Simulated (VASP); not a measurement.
# Ti (P6_3/mmc) in VASP: a series of runs

Runs on Ti. Level: PBEsol. Tasks: single point.

All numbers are computed with VASP 6.6.1; they aren't measurements. Logs are shortened: lines on timing, memory, paths and dates and some standing lists are left out, and cuts for length are marked.

### 1 The cell of the first run

The structure is hexagonal, space group P6_3/mmc (No. 194). The conventional cell has a = 2.828 Å, b = 2.828 Å, c = 4.476 Å, α = 90.00°, β = 90.00°, γ = 120.00°. Ti (site symmetry -6m2) has 12 Ti at 2.77 to 2.83 Å within 3.7 Å.

### 2 Single point, PBEsol (the cell strained)

Contents of INCAR:

```
SYSTEM = Ti
  ALGO = Fast
  EDIFF = 1E-6
  ENCUT = 520
  GGA = PS
  ISIF = 2
  ISMEAR = 0
  LASPH = .TRUE.
  LCHARG = .FALSE.
  LREAL = .FALSE.
  LWAVE = .FALSE.
  NBANDS = 19
  NELM = 80
  PREC = Accurate
  SIGMA = 0.15
```

Contents of KPOINTS:

```
k-points
0
G
  18 18 10
  0 0 0
```

Contents of POSCAR:

```
Ti
1.0
    2.8276831249      0.0000000000      0.0000000000
   -1.4138415624      2.4488454200      0.0000000000
    0.0000000000      0.0000000000      4.4760406454
Ti
2
Direct
    0.3333333333      0.6666666667      0.2500000000
    0.6666666667      0.3333333333      0.7500000000
```

Potentials or basis: VASP PAW PBE potentials, release 64 (Ti_sv).

On the command line:

```bash
> cat potpaw_PBE.64/Ti_sv/POTCAR > POTCAR
> mpirun -np 1 vasp_std > vasp.out
```

OUTCAR:

```text
SYSTEM = Ti
   EDIFF = 1E-6
   ENCUT = 520
   GGA = PS
   ISIF = 2
   ISMEAR = 0
   LASPH = .TRUE.
   LREAL = .FALSE.
   NELM = 80
   PREC = Accurate

 ion  position               nearest neighbor table
   1  0.333  0.667  0.250-   2 2.77   2 2.77   2 2.77   2 2.77   2 2.77   2 2.77
   2  0.667  0.333  0.750-   1 2.77   1 2.77   1 2.77   1 2.77   1 2.77   1 2.77

  LATTYP: Found a hexagonal cell.
 ALAT       =     2.8276831249
 C/A-ratio  =     1.5829357278

  Lattice vectors:

 A1 = (   2.8276831249,   0.0000000000,   0.0000000000)
 A2 = (  -1.4138415624,   2.4488454200,   0.0000000000)
 A3 = (   0.0000000000,   0.0000000000,   4.4760406454)

Analysis of symmetry for initial positions (statically):
=====================================================================
 Subroutine PRICEL returns:
 Original cell was already a primitive cell.

 Routine SETGRP: Setting up the symmetry group for a
 hexagonal supercell.

 Subroutine GETGRP returns: Found 24 space group operations
 (whereof 12 operations were pure point group operations)
 out of a pool of 24 trial point group operations.

The static configuration has the point symmetry D_3d.
 The point group associated with its full space group is D_6h.

Analysis of symmetry for dynamics (positions and initial velocities):
=====================================================================
 Subroutine PRICEL returns:
 Original cell was already a primitive cell.

 Routine SETGRP: Setting up the symmetry group for a
 hexagonal supercell.

 Subroutine GETGRP returns: Found 24 space group operations
 (whereof 12 operations were pure point group operations)
 out of a pool of 24 trial point group operations.

The dynamic configuration has the point symmetry D_3d.
 The point group associated with its full space group is D_6h.

 Subroutine INISYM returns: Found 24 space group operations
 (whereof 12 operations are pure point group operations),
 and found     1 'primitive' translations

----------------------------------------------------------------------------------------

                                     Primitive cell

  volume of cell :      30.9946

  direct lattice vectors                    reciprocal lattice vectors
     2.827683125  0.000000000  0.000000000     0.353646415  0.204177853  0.000000000
    -1.413841562  2.448845420  0.000000000     0.000000000  0.408355706  0.000000000
     0.000000000  0.000000000  4.476040645     0.000000000  0.000000000  0.223411734

[... 82 lines left out ...]
   NELM   =     80;   NELMIN=  2; NELMDL= -5     # of ELM steps
   EDIFF  = 0.1E-05   stopping-criterion for ELM
   LREAL  =      F    real-space projection
   EDIFFG = 0.1E-04   stopping-criterion for IOM
   NSW    =      0    number of steps for IOM
   IBRION =     -1    ionic relax: 0-MD 1-quasi-New 2-CG
   NFREE  =      0    steps in history (QN), initial steepest desc. (CG)
   ISIF   =      2    stress and relaxation
   ISYM   =      2    0-nonsym 1-usesym 2-fastsym
   POTIM  = 0.5000    time-step for ionic-motion
   TEBEG  =    0.0;   TEEND  =   0.0 temperature during run
   PSTRESS=    0.0 pullay stress
   NELECT =      24.0000    total number of electrons
   NUPDOWN=      -1.0000    fix difference up-down
   EMIN   =  10.00;   EMAX   =-10.00  energy-range for DOS
   EFERMI =   0.00;   METHOD = LEGACY
   ISMEAR =     0;   SIGMA  =   0.15  broadening in eV -4-tet -1-fermi 0-gaus
   EFERMI_NEDOS =   21; number of points for ismear=-14 and -15
   IALGO  =     68    algorithm
   IMIX   =      4    mixing-type and parameters
     AMIX     =   0.40;   BMIX     =  1.00
     AMIX_MAG =   1.60;   BMIX_MAG =  1.00
  volume/ion in A,a.u.               =      15.50       104.58
  Fermi-wavevector in a.u.,A,eV,Ry     =   1.503315  2.840853 30.748550  2.259955
  Thomas-Fermi vector in A             =   2.614441
   LORBIT       =      0    0 simple, 1 ext, 2 COOP (PROOUT), +10 PAW based schemes
   GGA     = PS    functional components
   LHFCALC =     F    Hartree Fock is set to
   AEXX    =    0.0000 exact exchange contribution
   IVDW    =     0    specifies the selected vdW correction
   LEPSILON=     F    determine dielectric tensor
   LRPA    =     F    only Hartree local field effects (RPA)
 non-spin polarized calculation
 RMM-DIIS sequential band-by-band and
 Gauss-broadening in eV      SIGMA  =   0.15
  energy-cutoff  :      520.00
  volume of cell :       30.99
 maximum number of plane-waves:       847
 NGX is ok and might be reduce to    24
   NGX = 11   NGY = 11   NGZ = 17

 number of electron      24.0000002 magnetization

 Free energy of the ion-electron system (eV)
  ---------------------------------------------------
  ext. energy  EPLUGINS =         0.00000000
  ---------------------------------------------------
  free energy    TOTEN  =       -16.61922715 eV

  energy without entropy =      -16.59740176  energy(sigma->0) =      -16.60831446

 E-fermi :   9.4643     XC(G=0): -12.1917

 val. band max:        9.4560202798   @ k =   0.3333   0.3333   0.3000
 cond. band min:       9.4704349747   @ k =   0.3889   0.1667   0.3000
 fundamental gap:      0.0144146949
 Fermi energy:         9.4642972949

 k-point     1 :       0.0000    0.0000    0.0000
  band No.  band energies     occupation
      1     -46.9860      2.00000
      2     -46.7657      2.00000
      3     -23.8257      2.00000
      4     -22.9086      2.00000
      5     -22.9086      2.00000
      6     -22.7929      2.00000
[... 505 lines left out ...]
      6     -23.1513      2.00000
[... 11 lines left out ...]
     18      13.4897      0.00000
     19      14.3776      0.00000

 [... further k-points ...]

------------------------ aborting loop because EDIFF is reached ----------------------------------------

  FORCE on cell =-STRESS in cart. coord.  units (eV):
  Direction    XX          YY          ZZ          XY          YZ          ZX
  --------------------------------------------------------------------------------------
  -------------------------------------------------------------------------------------
  Total        1.8949099      1.8949099      1.9495283      0.0000000      0.0000000      0.0000000
  in kB       97.9519330     97.9519330    100.7752747      0.0000000      0.0000000      0.0000000
  external PRESSURE =      98.8930469 kB  Pullay stress =       0.0000000 kB

 VOLUME and BASIS-vectors are now :
 -----------------------------------------------------------------------------
  energy-cutoff  :      520.00
  volume of cell :       30.99
      direct lattice vectors                 reciprocal lattice vectors
     2.827683125  0.000000000  0.000000000     0.353646415  0.204177853  0.000000000
    -1.413841562  2.448845420  0.000000000     0.000000000  0.408355706  0.000000000
     0.000000000  0.000000000  4.476040645     0.000000000  0.000000000  0.223411734

 POSITION                                       TOTAL-FORCE (eV/Angst)
 -----------------------------------------------------------------------------------
     -0.00000      1.63256      1.11901         0.000000     -0.000000      0.000000
      1.41384      0.81628      3.35703        -0.000000      0.000000      0.000000
 -----------------------------------------------------------------------------------
    total drift:                                0.000000     -0.000000      0.000000

  FREE ENERGIE OF THE ION-ELECTRON SYSTEM (eV)
  ---------------------------------------------------
  free  energy   TOTEN  =       -16.6192271524 eV

  energy  without entropy=      -16.5974017608  energy(sigma->0) =      -16.60831446
```

stdout:

```text
POSCAR found type information on POSCAR Ti
 POSCAR found :  1 types and       2 ions
 scaLAPACK will be used
 -----------------------------------------------------------------------------
|                                                                             |
|                                                                             |
|     You enforced a specific xc type in the INCAR file but a different       |
|     I HOPE YOU KNOW WHAT YOU ARE DOING!                                     |
|                                                                             |
 -----------------------------------------------------------------------------

 LDA part: xc-table for (Slater+PW92), standard interpolation
 POSCAR, INCAR and KPOINTS ok, starting setup
 FFT: planning ... GRIDC
 FFT: planning ... GRID_SOFT
 FFT: planning ... GRID
 WAVECAR not read
 entering main loop
WARNING in EDDRMM: call to ZHEGV failed, returncode =   6  3     16
WARNING in EDDRMM: call to ZHEGV failed, returncode =   6  3     11
WARNING in EDDRMM: call to ZHEGV failed, returncode =   6  3     19
WARNING in EDDRMM: call to ZHEGV failed, returncode =   6  3     10
WARNING in EDDRMM: call to ZHEGV failed, returncode =   8  4     19
WARNING in EDDRMM: call to ZHEGV failed, returncode =   6  3     11
```

Run time: 2.3 min. Hardware: 1 thread of Intel Xeon 6975P-C (Granite Rapids), shared host; peak memory 0.23 GiB.

What came out:

- Free energy: -16.6192 eV
- Pressure: 9.9 GPa
- Band gap on the k mesh: zero (bands 12 and 13 overlap by 1.20 eV)

Levels at points of the mesh, in eV from the Fermi level:
```tsv
k point	band 9	band 10	band 11	band 12	band 13	band 14	band 15	band 16
(0.00, 0.00, 0.00)	-6.46	-2.99	0.83	0.83	0.98	1.15	1.42	1.42
(0.50, 0.00, 0.00)	-2.53	-2.50	-2.17	-0.47	0.48	0.74	1.36	3.86
(0.00, 0.00, 0.50)	-4.44	-4.44	0.09	0.09	0.72	0.72	0.72	0.72
(0.50, 0.00, 0.50)	-2.87	-2.87	-0.97	-0.97	1.68	1.68	1.95	1.95
```

Caveat: the cell differs from its parent crystal (the cell strained); the cell stands under pressure; the PAW data sets were made with another functional, which shifts forces and pressure a little.

### 3 Single point, PBEsol

This run uses another cell than the first one, of 16.72 Å³/atom.

Contents of INCAR:

```
PREC = Accurate
ENCUT = 520
EDIFF = 1E-6
ISMEAR = 0
SIGMA = 0.15
LREAL = F
LASPH = T
NELM = 80
ALGO = Normal
ISIF = 2
LWAVE = F
LCHARG = F
GGA = PS
NBANDS = 19
```

Contents of KPOINTS:

```
Automatic mesh
0
Gamma
  18 18 10
```

Contents of POSCAR:

```
Ti
1.0
    2.9001878204      0.0000000000      0.0000000000
   -1.4500939102      2.5116363282      0.0000000000
    0.0000000000      0.0000000000      4.5908109184
Ti
2
Direct
    0.3333333333      0.6666666667      0.2500000000
    0.6666666667      0.3333333333      0.7500000000
```

Potentials or basis: VASP PAW PBE potentials, release 64 (Ti_sv).

On the command line:

```bash
> cat potpaw_PBE.64/Ti_sv/POTCAR > POTCAR
> mpirun -np 1 vasp_std > vasp.out
```

Wall time 42 s (1 thread of Intel Xeon 6975P-C (Granite Rapids), shared host); peak memory 0.24 GiB.

The run converged. Its results:

```
Free energy            : -16.6901 eV
Pressure               : -0.2 GPa
Band gap on the k mesh : zero (bands 12 and 13 overlap by 1.11 eV)
```

Levels at points of the mesh, in eV from the Fermi level:
```tsv
k point	band 8	band 9	band 10	band 11	band 12	band 13	band 14	band 15	band 16	band 17
(0.00, 0.00, 0.00)	-32.46	-6.30	-2.79	0.79	0.79	0.90	0.93	1.32	1.32	1.68
(0.50, 0.00, 0.00)	-32.54	-2.40	-2.28	-1.95	-0.58	0.47	0.66	1.24	3.52	3.76
(0.00, 0.00, 0.50)	-32.51	-4.39	-4.39	0.09	0.09	0.69	0.69	0.69	0.69	2.94
(0.50, 0.00, 0.50)	-32.64	-2.65	-2.65	-0.86	-0.86	1.44	1.44	1.80	1.80	3.67
```

Caveat: the PAW data sets were made with another functional, which shifts forces and pressure a little.
